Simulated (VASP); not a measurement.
# AlN (P6_3mc) in VASP: notebook

The runs below take AlN through vibrations by perturbation theory, with PBEsol.

Everything below comes from runs of VASP 6.6.1. Logs are shortened: lines on timing, memory, paths and dates and some standing lists are left out, and cuts for length are marked.

**1. The cell of the first run**

Symmetry: P6_3mc, No. 186, hexagonal system. Conventional cell: a = 3.114 Å, b = 3.114 Å, c = 4.983 Å, α = 90.00°, β = 90.00°, γ = 120.00°. Al (site symmetry 3m) has 4 N at 1.89 to 1.90 Å within 2.5 Å. N (site symmetry 3m) has 4 Al at 1.89 to 1.90 Å within 2.5 Å.

**2. Vibrations by perturbation theory, PBEsol**

Contents of INCAR:

```
SYSTEM = AlN
PREC = Accurate
ENCUT = 520
EDIFF = 1E-8
ISMEAR = 0
SIGMA = 0.01
LREAL = .False.
LASPH = .True.
NELM = 60
ALGO = Normal
ISIF = 2
LWAVE = .False.
LCHARG = .True.
GGA = PS
IBRION = 8
NSW = 1
```

Contents of KPOINTS:

```
regular mesh
0
Gamma
  8 8 6
  0 0 0
```

Contents of POSCAR:

```
AlN
1.0
    3.1138295412      0.0000000000      0.0000000000
   -1.5569147706      2.6966554857      0.0000000000
    0.0000000000      0.0000000000      4.9828520803
Al N
2 2
Direct
    0.3333333333      0.6666666667     -0.0010085627
    0.6666666667      0.3333333333      0.4989914373
    0.3333333333      0.6666666667      0.3810085627
    0.6666666667      0.3333333333      0.8810085627
```

Potentials or basis: VASP PAW PBE potentials, release 64 (Al, N).

On the command line:

```bash
cat potpaw_PBE.64/Al/POTCAR potpaw_PBE.64/N/POTCAR > POTCAR
mpirun -np 1 vasp_std > vasp.out
```

OUTCAR:

```text
SYSTEM = AlN
   PREC = Accurate
   ENCUT = 520
   EDIFF = 1E-8
   ISMEAR = 0
   LREAL = .False.
   LASPH = .True.
   NELM = 60
   ISIF = 2
   GGA = PS
   IBRION = 8
   NSW = 1

 ion  position               nearest neighbor table
   1  0.333  0.667  0.999-   4 1.89   4 1.89   4 1.89   3 1.90   2 3.07   2 3.07   2 3.07   2 3.07
                             2 3.07   2 3.07
   2  0.667  0.333  0.499-   3 1.89   3 1.89   3 1.89   4 1.90   1 3.07   1 3.07   1 3.07   1 3.07
                             1 3.07   1 3.07
   3  0.333  0.667  0.381-   2 1.89   2 1.89   2 1.89   1 1.90
   4  0.667  0.333  0.881-   1 1.89   1 1.89   1 1.89   2 1.90

  LATTYP: Found a hexagonal cell.
 ALAT       =     3.1138295412
 C/A-ratio  =     1.6002327727

  Lattice vectors:

 A1 = (   3.1138295412,   0.0000000000,   0.0000000000)
 A2 = (  -1.5569147706,   2.6966554857,   0.0000000000)
 A3 = (   0.0000000000,   0.0000000000,   4.9828520803)

Analysis of symmetry for initial positions (statically):
=====================================================================
 Subroutine PRICEL returns:
 Original cell was already a primitive cell.

 Routine SETGRP: Setting up the symmetry group for a
 hexagonal supercell.

 Subroutine GETGRP returns: Found 12 space group operations
 (whereof  6 operations were pure point group operations)
 out of a pool of 24 trial point group operations.

The static configuration has the point symmetry C_3v.
 The point group associated with its full space group is C_6v.

Analysis of symmetry for dynamics (positions and initial velocities):
=====================================================================
 Subroutine PRICEL returns:
 Original cell was already a primitive cell.

 Routine SETGRP: Setting up the symmetry group for a
 hexagonal supercell.

 Subroutine GETGRP returns: Found 12 space group operations
 (whereof  6 operations were pure point group operations)
 out of a pool of 24 trial point group operations.

The dynamic configuration has the point symmetry C_3v.
 The point group associated with its full space group is C_6v.

 Subroutine INISYM returns: Found 12 space group operations
 (whereof  6 operations are pure point group operations),
 and found     1 'primitive' translations

----------------------------------------------------------------------------------------

                                     Primitive cell

  volume of cell :      41.8406

  direct lattice vectors                    reciprocal lattice vectors
     3.113829541  0.000000000  0.000000000     0.321147958  0.185414860  0.000000000
    -1.556914771  2.696655486  0.000000000     0.000000000  0.370829720  0.000000000
     0.000000000  0.000000000  4.982852080     0.000000000  0.000000000  0.200688277

  length of vectors
     3.113829541  3.113829541  4.982852080     0.370829720  0.370829720  0.200688277

  position of ions in fractional coordinates (direct lattice)
     0.333333333  0.666666667  0.998991437
     0.666666667  0.333333333  0.498991437
     0.333333333  0.666666667  0.381008563
     0.666666667  0.333333333  0.881008563

  ion indices of the primitive-cell ions
   primitive index   ion index
                 1           1
                 2           2
                 3           3
                 4           4

----------------------------------------------------------------------------------------

 KPOINTS: regular mesh

Automatic generation of k-mesh.
 Grid dimensions read from file:
 generate k-points for:    8    8    6

 Generating k-lattice:

  Cartesian coordinates                     Fractional coordinates (reciprocal lattice)
     0.040143495  0.023176858  0.000000000     0.125000000  0.000000000  0.000000000
     0.000000000  0.046353715  0.000000000     0.000000000  0.125000000  0.000000000
     0.000000000  0.000000000  0.033448046     0.000000000  0.000000000  0.166666667

  Length of vectors
     0.046353715  0.046353715  0.033448046

  Shift w.r.t. Gamma in fractional coordinates (k-lattice)
     0.000000000  0.000000000  0.000000000

 Subroutine IBZKPT returns following result:
[... 77 lines left out ...]
   IVDW    =     0    specifies the selected vdW correction
   LEPSILON=     F    determine dielectric tensor
   LRPA    =     F    only Hartree local field effects (RPA)
 non-spin polarized calculation
 Gauss-broadening in eV      SIGMA  =   0.01
  energy-cutoff  :      520.00
  volume of cell :       41.84
 maximum number of plane-waves:      1140
 NGX is ok and might be reduce to    24
   NGX = 11   NGY = 11   NGZ = 19

--------------------------------------- Ionic step        1  -------------------------------------------

 number of electron      15.9999997 magnetization

 Free energy of the ion-electron system (eV)
  ---------------------------------------------------
  ext. energy  EPLUGINS =         0.00000000
  ---------------------------------------------------
  free energy    TOTEN  =       -31.31234126 eV

  energy without entropy =      -31.31234126  energy(sigma->0) =      -31.31234126

 E-fermi :   6.1031     XC(G=0): -11.0998

 val. band max:        6.0527399286   @ k =   0.0000   0.0000   0.0000
 cond. band min:      10.1641047222   @ k =   0.0000   0.0000   0.0000
 fundamental gap:      4.1113647936
 Fermi energy:         6.1031208557

 k-point     1 :       0.0000    0.0000    0.0000
  band No.  band energies     occupation
      1      -9.1104      2.00000
      2      -6.9298      2.00000
      3       0.0018      2.00000
      4       5.1727      2.00000
      5       5.1727      2.00000
      6       5.8273      2.00000
      7       5.8273      2.00000
      8       6.0527      2.00000
      9      10.1641      0.00000
     10      12.5977      0.00000
     11      16.5454      0.00000
     12      17.0690      0.00000
[... 331 lines left out ...]
 k-point    24 :       0.3750   -0.0000    0.3333
  band No.  band energies     occupation
      1      -7.3137      2.00000
      2      -6.6973      2.00000
      3       0.7208      2.00000
      4       1.3669      2.00000
      5       3.5998      2.00000
      6       4.3675      2.00000
      7       5.0353      2.00000
      8       5.0875      2.00000
      9      11.2403      0.00000
     10      12.1135      0.00000
     11      14.9529      0.00000
     12      15.9012      0.00000

 [... further k-points ...]
[... 5 lines left out ...]
  --------------------------------------------------------------------------------------
  -------------------------------------------------------------------------------------
  Total       -0.0042980     -0.0042980      0.0075434      0.0000000      0.0000000     -0.0000000
  in kB       -0.1645807     -0.1645807      0.2888547      0.0000000      0.0000000     -0.0000000
  external PRESSURE =      -0.0134356 kB  Pullay stress =       0.0000000 kB

 VOLUME and BASIS-vectors are now :
 -----------------------------------------------------------------------------
  energy-cutoff  :      520.00
  volume of cell :       41.84
      direct lattice vectors                 reciprocal lattice vectors
     3.113829541  0.000000000  0.000000000     0.321147958  0.185414860  0.000000000
    -1.556914771  2.696655486  0.000000000     0.000000000  0.370829720  0.000000000
     0.000000000  0.000000000  4.982852080     0.000000000  0.000000000  0.200688277

 POSITION                                       TOTAL-FORCE (eV/Angst)
 -----------------------------------------------------------------------------------
     -0.00000      1.79777      4.97783        -0.000000      0.000000     -0.000267
      1.55691      0.89889      2.48640         0.000000      0.000000     -0.000267
     -0.00000      1.79777      1.89851        -0.000000      0.000000      0.000267
      1.55691      0.89889      4.38994         0.000000     -0.000000      0.000267
 -----------------------------------------------------------------------------------
    total drift:                               -0.000000      0.000000      0.000416

  FREE ENERGIE OF THE ION-ELECTRON SYSTEM (eV)
  ---------------------------------------------------
  free  energy   TOTEN  =       -31.3123412592 eV

  energy  without entropy=      -31.3123412592  energy(sigma->0) =      -31.31234126

[... ionic steps 2 to 9 ...]

--------------------------------------- Ionic step       10  -------------------------------------------

------------------------ aborting loop because EDIFF is reached ----------------------------------------

[... ionic steps 11 to 11 ...]

--------------------------------------- Ionic step       12  -------------------------------------------

 Free energy of the ion-electron system (eV)
  ---------------------------------------------------
  ---------------------------------------------------
  free energy    TOTEN  =        -0.25276112 eV

  energy without entropy =       -0.25276112

------------------------ aborting loop because EDIFF is reached ----------------------------------------

 INTERNAL STRAIN TENSOR  FOR ION    3  DIRECTION 3   (eV/Angst):
 -----------------------------------------------------------------------------
     5.60031  0.00000 -0.00000
    -0.00000  5.60031  0.00000
     0.00000 -0.00000-12.41835

 INTERNAL STRAIN TENSOR FOR ION    4 for displacements in x,y,z  (eV/Angst):
          X           Y           Z          XY          YZ          ZX
  --------------------------------------------------------------------------------
  x     0.00000     0.00000     0.00000    10.62944     0.00000     5.35786
  y    10.62944   -10.62944     0.00000    -0.00000     5.37536     0.00000
  z     5.60031     5.60031   -12.41835     0.00000     0.00000     0.00000

 SECOND DERIVATIVES (NOT SYMMETRIZED)
 ------------------------------------
               1X          1Y          1Z          2X          2Y          2Z          3X          3Y          3Z          4X          4Y          4Z
  1X   -15.685989    0.000000    0.000000    0.666044    0.000000    0.000000    1.438244    0.000000   -0.000000   13.581701   -0.000000    0.000000
  1Y    -0.000000  -15.685989    0.000000   -0.000000    0.666044    0.000000    0.000000    1.438244    0.000000    0.000000   13.581701    0.000000
  1Z     0.000000    0.000000  -20.879923    0.000000    0.000000    8.326865    0.000000   -0.000000    6.408696    0.000000    0.000000    6.144362
  2X     0.666044    0.000000    0.000000  -15.685989    0.000000    0.000000   13.581701    0.000000    0.000000    1.438244    0.000000    0.000000
  2Y     0.000000    0.666044    0.000000    0.000000  -15.685989    0.000000    0.000000   13.581701    0.000000   -0.000000    1.438244    0.000000
  2Z     0.000000   -0.000000    8.326865    0.000000    0.000000  -20.879923    0.000000    0.000000    6.144362    0.000000    0.000000    6.408696
  3X     1.438170   -0.000000    0.000000   13.581413   -0.000000    0.000000  -15.730735    0.000000    0.000000    0.711152    0.000000    0.000000
  3Y     0.000000    1.438170    0.000000    0.000000   13.581413    0.000000    0.000000  -15.730735    0.000000   -0.000000    0.711152    0.000000
  3Z     0.000000    0.000000    6.378547    0.000000    0.000000    6.170070    0.000000    0.000000  -19.469080    0.000000   -0.000000    6.920463
  4X    13.581413   -0.000000   -0.000000    1.438170   -0.000000    0.000000    0.711152    0.000000    0.000000  -15.730735    0.000000    0.000000
  4Y     0.000000   13.581413   -0.000000    0.000000    1.438170    0.000000   -0.000000    0.711152    0.000000    0.000000  -15.730735   -0.000000
  4Z     0.000000   -0.000000    6.170070    0.000000    0.000000    6.378547    0.000000    0.000000    6.920463   -0.000000    0.000000  -19.469080

 Eigenvectors and eigenvalues of the dynamical matrix
 ----------------------------------------------------

   1 f  =   21.463887 THz   134.861578 2PiTHz  715.958198 cm-1    88.767463 meV
             X         Y         Z           dx          dy          dz
     -0.000000  1.797770  4.977827     0.000000   -0.000000    0.010716
      1.556915  0.898885  2.486401     0.000000   -0.000000   -0.010716
     -0.000000  1.797770  1.898509    -0.000000    0.000000   -0.707026
      1.556915  0.898885  4.389935    -0.000000    0.000000    0.707026
[... 71 lines left out ...]
  12 f/i=    0.001531 THz     0.009618 2PiTHz    0.051059 cm-1     0.006331 meV
             X         Y         Z           dx          dy          dz
     -0.000000  1.797770  4.977827     0.000000    0.000000    0.573708
      1.556915  0.898885  2.486401     0.000000    0.000000    0.573708
     -0.000000  1.797770  1.898509     0.000000    0.000000    0.413351
      1.556915  0.898885  4.389935     0.000000    0.000000    0.413351

--------------------------------------------------------------------------------------------------------

 ELASTIC MODULI CONTR FROM IONIC RELAXATION (kBar)
 Direction    XX          YY          ZZ          XY          YZ          ZX
 --------------------------------------------------------------------------------
 XX        -724.4026    340.8543    425.2530     -0.0000     -0.0000     -0.0000
 YY         340.8543   -724.4026    425.2530      0.0000      0.0000      0.0000
 ZZ         425.2530    425.2530   -942.9848      0.0000      0.0000      0.0000
 XY          -0.0000      0.0000      0.0000   -532.6285     -0.0000      0.0000
 YZ          -0.0000      0.0000      0.0000     -0.0000   -134.6564      0.0000
 ZX          -0.0000      0.0000      0.0000     -0.0000      0.0000   -143.3937
 --------------------------------------------------------------------------------
```

Run time: 3.6 min. Hardware: 1 thread of AMD EPYC 7R13 (Zen 3), shared host; peak memory 0.33 GiB.

Results:

```yaml
Highest_phonon_frequency_at_Γ_LO-TO_splitting_left_out: 716 cm⁻¹
```

Phonon frequencies in cm⁻¹ (negative: imaginary):
```csv
q point,frequencies
"(0.000, 0.000, 0.000)",0 0 0 235 235 543 608 655 655 666 666 716
```

Caveat: the PAW data sets were made with another functional, which shifts forces and pressure a little.

(Continued in part 2 of 2.)
